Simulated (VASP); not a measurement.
Input of a VASP 6.6.1 run:

Contents of INCAR:

```
PREC = Accurate ; ENCUT = 1000
EDIFF = 1E-6 ; ISMEAR = 0
SIGMA = 0.05 ; LREAL = F
LASPH = T ; NELM = 120
ALGO = Normal ; ISIF = 2
LWAVE = F ; LCHARG = T
LDIPOL = T ; IDIPOL = 3
DIPOL = 0.5 0.5 0.361 ; GGA = PE
IVDW = 12 ; LELF = T
LVHAR = T ; LVACPOTAV = T
NBANDS = 27 ; GGA_COMPAT = F
NELMDL = -8
```

KPOINTS

```
regular mesh
0
Gamma
  9 9 1
```

The input POSCAR:

```
Si3N
1.0
    3.8155170197      0.0000000000      0.0000000000
   -1.9077585099      3.3043346676      0.0000000000
    0.0000000000      0.0000000000     25.7913833664
Si N
6 2
Direct
    0.6666666667      0.3333333333      0.1550905565
    0.3333333333      0.6666666667      0.1859793801
    0.3333333333      0.6666666667      0.2774751471
    0.6666666667      0.3333333333      0.3070263804
    0.6666666667      0.3333333333      0.3997350368
    0.3333333333      0.6666666667      0.4261649408
    0.6666666667      0.8333333333      0.5463601221
    0.6666666667      0.8333333333      0.5890100252
```

Potentials or basis: VASP PAW PBE potentials, release 64 (Si, N_h).

Launch:

```bash
$ cat potpaw_PBE.64/Si/POTCAR potpaw_PBE.64/N_h/POTCAR > POTCAR
$ mpirun -np 1 vasp_std > vasp.out
```

Question: Predict the largest force.

Answer: 0.584 eV/Å.

Question: Predict the dispersion energy per atom.

Answer: -0.226 eV.

Question: Predict the band gap on the k mesh.

Answer: Zero (bands 17 and 18 overlap by 0.08 eV).

Forces on the atoms (eV/Å):
```
Si  -0.003 -0.002  0.480
Si  -0.003 -0.002 -0.584
Si   0.016  0.010  0.122
Si  -0.005 -0.003 -0.002
Si   0.002  0.001  0.010
Si  -0.070 -0.040 -0.091
N    0.106  0.061 -0.459
N   -0.043 -0.025  0.524
```
